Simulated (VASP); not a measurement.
# Hg (P6/mmm) in VASP: further runs, part 2 of 2

VASP 6.6.1. Earlier steps stand in the parts before.

### Step 4. Single point, PBE

The input, INCAR:

```
PREC = Accurate
ENCUT = 520
EDIFF = 1E-7
ISMEAR = 0
SIGMA = 0.1
LREAL = False
LASPH = True
NELM = 60
ALGO = Normal
ISIF = 2
LWAVE = False
LCHARG = True
GGA = PE
LELF = True
LVHAR = True
NBANDS = 25
```

The input, KPOINTS:

```
Automatic mesh
0
Gamma
  6 6 6
```

The input, POSCAR:

```
Hg
1.0
    4.5400020208      0.0000000000      0.0000000000
   -2.2700010104      3.9317570832      0.0000000000
    0.0000000000      0.0000000000      3.8700000000
Hg
3
Direct
    0.3333333333      0.6666666667      0.5000000000
    0.0000000000      0.0000000000      0.0000000000
    0.6666666667      0.3333333333      0.5000000000
```

Potentials or basis: VASP PAW PBE potentials, release 64 (Hg).

The run is started by

```bash
$ cat potpaw_PBE.64/Hg/POTCAR > POTCAR
$ mpirun -np 1 vasp_std > vasp.out
```

OUTCAR:

```text
PREC = Accurate
   ENCUT = 520
   EDIFF = 1E-7
   ISMEAR = 0
   LREAL = False
   LASPH = True
   NELM = 60
   ISIF = 2
   GGA = PE

 ion  position               nearest neighbor table
   1  0.333  0.667  0.500-   3 2.62   3 2.62   3 2.62   2 3.26   2 3.26   2 3.26   2 3.26   2 3.26
                             2 3.26
   2  0.000  0.000  0.000-   1 3.26   3 3.26   1 3.26   3 3.26   1 3.26   1 3.26   3 3.26   3 3.26
                             3 3.26   3 3.26   1 3.26   1 3.26
   3  0.667  0.333  0.500-   1 2.62   1 2.62   1 2.62   2 3.26   2 3.26   2 3.26   2 3.26   2 3.26
                             2 3.26

  LATTYP: Found a hexagonal cell.
 ALAT       =     4.5400020208
 C/A-ratio  =     0.8524225281

  Lattice vectors:

 A1 = (   4.5400020208,   0.0000000000,   0.0000000000)
 A2 = (  -2.2700010104,   3.9317570832,   0.0000000000)
 A3 = (   0.0000000000,   0.0000000000,   3.8700000000)

Analysis of symmetry for initial positions (statically):
=====================================================================
 Subroutine PRICEL returns:
 Original cell was already a primitive cell.

 Routine SETGRP: Setting up the symmetry group for a
 hexagonal supercell.

 Subroutine GETGRP returns: Found 24 space group operations
 (whereof 24 operations were pure point group operations)
 out of a pool of 24 trial point group operations.

The static configuration has the point symmetry D_6h.

Analysis of symmetry for dynamics (positions and initial velocities):
=====================================================================
 Subroutine PRICEL returns:
 Original cell was already a primitive cell.

 Routine SETGRP: Setting up the symmetry group for a
 hexagonal supercell.

 Subroutine GETGRP returns: Found 24 space group operations
 (whereof 24 operations were pure point group operations)
 out of a pool of 24 trial point group operations.

The dynamic configuration has the point symmetry D_6h.

 Subroutine INISYM returns: Found 24 space group operations
 (whereof 24 operations are pure point group operations),
 and found     1 'primitive' translations

----------------------------------------------------------------------------------------

                                     Primitive cell

  volume of cell :      69.0802

  direct lattice vectors                    reciprocal lattice vectors
     4.540002021  0.000000000  0.000000000     0.220264219  0.127169606  0.000000000
    -2.270001010  3.931757083  0.000000000     0.000000000  0.254339212  0.000000000
     0.000000000  0.000000000  3.870000000     0.000000000  0.000000000  0.258397933

  length of vectors
     4.540002021  4.540002021  3.870000000     0.254339212  0.254339212  0.258397933

  position of ions in fractional coordinates (direct lattice)
     0.333333333  0.666666667  0.500000000
     0.000000000  0.000000000  0.000000000
     0.666666667  0.333333333  0.500000000

  ion indices of the primitive-cell ions
   primitive index   ion index
                 1           1
                 2           2
                 3           3

----------------------------------------------------------------------------------------

 KPOINTS: Automatic mesh

Automatic generation of k-mesh.
 Grid dimensions read from file:
 generate k-points for:    6    6    6

 Generating k-lattice:

  Cartesian coordinates                     Fractional coordinates (reciprocal lattice)
     0.036710703  0.021194934  0.000000000     0.166666667  0.000000000  0.000000000
     0.000000000  0.042389869  0.000000000     0.000000000  0.166666667  0.000000000
     0.000000000  0.000000000  0.043066322     0.000000000  0.000000000  0.166666667

  Length of vectors
     0.042389869  0.042389869  0.043066322

  Shift w.r.t. Gamma in fractional coordinates (k-lattice)
     0.000000000  0.000000000  0.000000000

 Subroutine IBZKPT returns following result:
 ===========================================

 Found     28 irreducible k-points:

 Following reciprocal coordinates:
            Coordinates               Weight
  0.000000  0.000000  0.000000      1.000000
  0.166667  0.000000  0.000000      6.000000
  0.333333 -0.000000  0.000000      6.000000
  0.500000  0.000000  0.000000      3.000000
  0.166667  0.166667  0.000000      6.000000
  0.333333  0.166667  0.000000     12.000000
[... 16 lines left out ...]
  0.166667  0.000000  0.500000      6.000000
  0.333333 -0.000000  0.500000      6.000000
 [... further k-points ...]
   k-points           NKPTS =     28   k-points in BZ     NKDIM =     28   number of bands    NBANDS=     25
   number of dos      NEDOS =    301   number of ions     NIONS =      3
   total plane-waves  NPLWV =  38880
   dimension x,y,z NGX =    36 NGY =   36 NGZ =   30
   dimension x,y,z NGXF=    72 NGYF=   72 NGZF=   60
   ions per type =               3
   NGX,Y,Z   is equivalent  to a cutoff of  13.18, 13.18, 12.89 a.u.
   NGXF,Y,Z  is equivalent  to a cutoff of  26.36, 26.36, 25.77 a.u.
 SYSTEM =  unknown system
   PREC   = accura    normal or accurate (medium, high low for compatibility)
   ISTART =      0    job   : 0-new  1-cont  2-samecut
   ICHARG =      2    charge: 1-file 2-atom 10-const
   ISPIN  =      1    spin polarized calculation?
   LNONCOLLINEAR =      F non collinear calculations
   LSORBIT =      F    spin-orbit coupling
   LASPH  =      T    aspherical Exc in radial PAW
   ENCUT  =  520.0 eV  38.22 Ry    6.18 a.u.   8.44  8.44  7.20*2*pi/ulx,y,z
   NELM   =     60;   NELMIN=  2; NELMDL= -5     # of ELM steps
   EDIFF  = 0.1E-06   stopping-criterion for ELM
   LREAL  =      F    real-space projection
   EDIFFG = 0.1E-05   stopping-criterion for IOM
   NSW    =      0    number of steps for IOM
   IBRION =     -1    ionic relax: 0-MD 1-quasi-New 2-CG
   NFREE  =      0    steps in history (QN), initial steepest desc. (CG)
   ISIF   =      2    stress and relaxation
   ISYM   =      2    0-nonsym 1-usesym 2-fastsym
   POTIM  = 0.5000    time-step for ionic-motion
   TEBEG  =    0.0;   TEEND  =   0.0 temperature during run
   PSTRESS=    0.0 pullay stress
   NELECT =      36.0000    total number of electrons
   NUPDOWN=      -1.0000    fix difference up-down
   EMIN   =  10.00;   EMAX   =-10.00  energy-range for DOS
   EFERMI =   0.00;   METHOD = LEGACY
   ISMEAR =     0;   SIGMA  =   0.10  broadening in eV -4-tet -1-fermi 0-gaus
   EFERMI_NEDOS =   21; number of points for ismear=-14 and -15
   IALGO  =     38    algorithm
   IMIX   =      4    mixing-type and parameters
     AMIX     =   0.40;   BMIX     =  1.00
     AMIX_MAG =   1.60;   BMIX_MAG =  1.00
  volume/ion in A,a.u.               =      23.03       155.39
  Fermi-wavevector in a.u.,A,eV,Ry     =   1.317421  2.489564 23.614230  1.735597
  Thomas-Fermi vector in A             =   2.447463
   LORBIT       =      0    0 simple, 1 ext, 2 COOP (PROOUT), +10 PAW based schemes
   GGA     = PE    functional components
   LHFCALC =     F    Hartree Fock is set to
   AEXX    =    0.0000 exact exchange contribution
   IVDW    =     0    specifies the selected vdW correction
   LEPSILON=     F    determine dielectric tensor
   LRPA    =     F    only Hartree local field effects (RPA)
 non-spin polarized calculation
 Gauss-broadening in eV      SIGMA  =   0.10
  energy-cutoff  :      520.00
  volume of cell :       69.08
 maximum number of plane-waves:      1886
 NGX is ok and might be reduce to    36
   NGX = 17   NGY = 17   NGZ = 15

 number of electron      36.0000005 magnetization

 Free energy of the ion-electron system (eV)
  ---------------------------------------------------
  ext. energy  EPLUGINS =         0.00000000
  ---------------------------------------------------
  free energy    TOTEN  =         0.52998006 eV

  energy without entropy =        0.53804971  energy(sigma->0) =        0.53401488

 E-fermi :   3.1675     XC(G=0): -10.9242

 val. band max:        3.1552205766   @ k =   0.1667   0.1667   0.3333
 cond. band min:       3.1886675366   @ k =   0.3333  -0.0000   0.0000
 fundamental gap:      0.0334469600
 Fermi energy:         3.1675299062

 k-point     1 :       0.0000    0.0000    0.0000
  band No.  band energies     occupation
      1      -6.8308      2.00000
      2      -5.1110      2.00000
      3      -4.8559      2.00000
      4      -4.8559      2.00000
      5      -4.6504      2.00000
      6      -4.6504      2.00000
[... 661 lines left out ...]
     24      13.0854      0.00000
     25      14.2257      0.00000

 [... further k-points ...]

------------------------ aborting loop because EDIFF is reached ----------------------------------------

  FORCE on cell =-STRESS in cart. coord.  units (eV):
  Direction    XX          YY          ZZ          XY          YZ          ZX
  --------------------------------------------------------------------------------------
  -------------------------------------------------------------------------------------
  Total        7.8915135      7.8915135      2.0699162      0.0000000      0.0000000      0.0000000
  in kB      183.0278587    183.0278587     48.0075628      0.0000000      0.0000000      0.0000000
  external PRESSURE =     138.0210934 kB  Pullay stress =       0.0000000 kB

 VOLUME and BASIS-vectors are now :
 -----------------------------------------------------------------------------
  energy-cutoff  :      520.00
  volume of cell :       69.08
      direct lattice vectors                 reciprocal lattice vectors
     4.540002021  0.000000000  0.000000000     0.220264219  0.127169606  0.000000000
    -2.270001010  3.931757083  0.000000000     0.000000000  0.254339212  0.000000000
     0.000000000  0.000000000  3.870000000     0.000000000  0.000000000  0.258397933

 POSITION                                       TOTAL-FORCE (eV/Angst)
 -----------------------------------------------------------------------------------
     -0.00000      2.62117      1.93500        -0.000000     -0.000000     -0.000000
      0.00000      0.00000      0.00000         0.000000      0.000000      0.000000
      2.27000      1.31059      1.93500        -0.000000      0.000000      0.000000
 -----------------------------------------------------------------------------------
    total drift:                                0.000000     -0.000000     -0.000000

  FREE ENERGIE OF THE ION-ELECTRON SYSTEM (eV)
  ---------------------------------------------------
  free  energy   TOTEN  =         0.5299800560 eV

  energy  without entropy=        0.5380497070  energy(sigma->0) =        0.53401488
```

stdout:

```text
POSCAR found type information on POSCAR Hg
 POSCAR found :  1 types and       3 ions
 scaLAPACK will be used
 LDA part: xc-table for (Slater+PW92), standard interpolation
 POSCAR, INCAR and KPOINTS ok, starting setup
 FFT: planning ... GRIDC
 FFT: planning ... GRID_SOFT
 FFT: planning ... GRID
 WAVECAR not read
 entering main loop
```

It took 69 s on 1 thread of AMD EPYC 7R13, shared host; peak memory 0.17 GiB.

What came out:

| Quantity | Value |
| --- | --- |
| Free energy | 0.5300 eV |
| Pressure | 13.8 GPa |
| Band gap on the k mesh | zero (bands 18 and 19 overlap by 6.12 eV) |

Stress tensor (GPa, compression positive):
```
18.30  0.00  0.00
 0.00 18.30  0.00
 0.00  0.00  4.80
```

Levels at points of the mesh, in eV from the Fermi level:
```
           k point  band 16  band 17  band 18  band 19  band 20  band 21
(0.00, 0.00, 0.00)    -5.97     0.43     1.98     2.68     3.61     3.61
(0.50, 0.00, 0.00)    -5.75    -5.01    -0.64     0.33     6.12     6.17
(0.00, 0.00, 0.50)    -6.08    -5.18     4.25     4.25     4.27     4.87
(0.50, 0.00, 0.50)    -3.95    -3.12    -2.30    -1.21     2.33     3.49
```

Caveat: the cell stands under pressure; spin-orbit coupling is left out, which moves the levels of the heavy elements.

### Step 5. Single point, PBE

The input, INCAR:

```
SYSTEM = Hg
ALGO = Fast
EDIFF = 1E-7
ENCUT = 520
GGA = PE
ISIF = 2
ISMEAR = 0
LASPH = .True.
LCHARG = .True.
LELF = .True.
LREAL = .False.
LVHAR = .True.
LWAVE = .False.
NBANDS = 25
NELECT = 36.1
NELM = 80
PREC = Accurate
SIGMA = 0.1
```

The input, KPOINTS:

```
k-points
0
Gamma
  6 6 6
  0 0 0
```

POSCAR is that of step 4.

The run is started by

```bash
$ cat potpaw_PBE.64/Hg/POTCAR > POTCAR
$ mpirun -np 1 vasp_std > vasp.out
```

It took 85 s on 1 thread of AMD EPYC 7R13, shared host; peak memory 0.17 GiB.

The run converged. Its results:

- Free energy: 0.8492 eV

Levels at points of the mesh, in eV from the Fermi level:
| k point | band 14 | band 15 | band 16 | band 17 | band 18 | band 19 | band 20 | band 21 | band 22 | band 23 |
| --- | --- | --- | --- | --- | --- | --- | --- | --- | --- | --- |
| (0.00, 0.00, 0.00) | -6.74 | -6.03 | -6.03 | 0.37 | 1.91 | 2.61 | 3.53 | 3.53 | 3.81 | 3.81 |
| (0.50, 0.00, 0.00) | -6.35 | -5.98 | -5.82 | -5.07 | -0.71 | 0.26 | 6.04 | 6.10 | 7.00 | 7.73 |
| (0.00, 0.00, 0.50) | -6.15 | -6.15 | -6.15 | -5.25 | 4.18 | 4.18 | 4.20 | 4.79 | 5.27 | 5.59 |
| (0.50, 0.00, 0.50) | -6.15 | -6.10 | -4.02 | -3.18 | -2.37 | -1.30 | 2.26 | 3.42 | 3.84 | 4.87 |

Caveat: the cell carries a net charge on a neutralising background, which shifts energy and pressure; the cell is charged against a uniform background, so pressure and absolute levels hang on convention; spin-orbit coupling is left out, which moves the levels of the heavy elements.

### Step 6. Single point, LDA

The input, INCAR:

```
SYSTEM = Hg
PREC = Accurate ; ENCUT = 520
EDIFF = 1E-6 ; ISMEAR = 0
SIGMA = 0.1 ; LREAL = .FALSE.
LASPH = .TRUE. ; NELM = 80
ALGO = Fast ; ISIF = 2
LWAVE = .FALSE. ; LCHARG = .TRUE.
LELF = .TRUE. ; LVHAR = .TRUE.
NBANDS = 25
```

The input, KPOINTS:

```
Automatic mesh
0
G
  6 6 6
  0 0 0
```

POSCAR is that of step 5.

Potentials or basis: VASP PAW LDA potentials, release 64 (Hg).

The run is started by

```bash
$ cat potpaw_LDA.64/Hg/POTCAR > POTCAR
$ mpirun -np 1 vasp_std > vasp.out
```

Run time: 57 s. Hardware: 1 thread of AMD EPYC 7R13, shared host; peak memory 0.15 GiB.

It converged, with:

```yaml
Free_energy: -2.2754 eV
Pressure: 5.9 GPa
Band_gap_on_the_k_mesh: zero (bands 18 and 19 overlap by 6.12 eV)
```

Stress tensor (GPa, compression positive):
```
 9.45  0.00  0.00
 0.00  9.45  0.00
 0.00  0.00 -1.10
```

Levels at points of the mesh, in eV from the Fermi level:
```csv
k point,band 15,band 16,band 17,band 18,band 19,band 20,band 21,band 22
"(0.00, 0.00, 0.00)",-5.89,-5.89,0.44,1.96,2.68,3.61,3.61,3.88
"(0.50, 0.00, 0.00)",-5.85,-5.71,-4.96,-0.65,0.34,6.11,6.15,7.09
"(0.00, 0.00, 0.50)",-6.02,-6.02,-5.17,4.24,4.24,4.27,4.85,5.35
"(0.50, 0.00, 0.50)",-5.96,-3.95,-3.08,-2.28,-1.22,2.33,3.50,3.92
```

Caveat: the cell stands under pressure; spin-orbit coupling is left out, which moves the levels of the heavy elements.

### Step 7. Summary

```csv
level,potentials or basis,k mesh,gap on the mesh (eV),pressure (GPa)
PBE,"VASP PAW PBE potentials, release 64 (Hg)","6 × 2 × 1, shifted",none,18.9
PBE,"VASP PAW PBE potentials, release 64 (Hg)",6 × 6 × 4,none,13.6
PBE,"VASP PAW PBE potentials, release 64 (Hg)",6 × 6 × 6,none,13.8
LDA,"VASP PAW LDA potentials, release 64 (Hg)",6 × 6 × 6,none,5.9
```

Alike in all rows: task single point; no spin polarisation; cell as given; cutoff (eV) 520; smearing gaussian 0.1 eV.

Caveats: some runs use coarse meshes; spin-orbit coupling is left out, which moves the levels of the heavy elements; the cell stands under pressure (at least some runs).

Absolute energies hang on the potentials; compare differences alone.
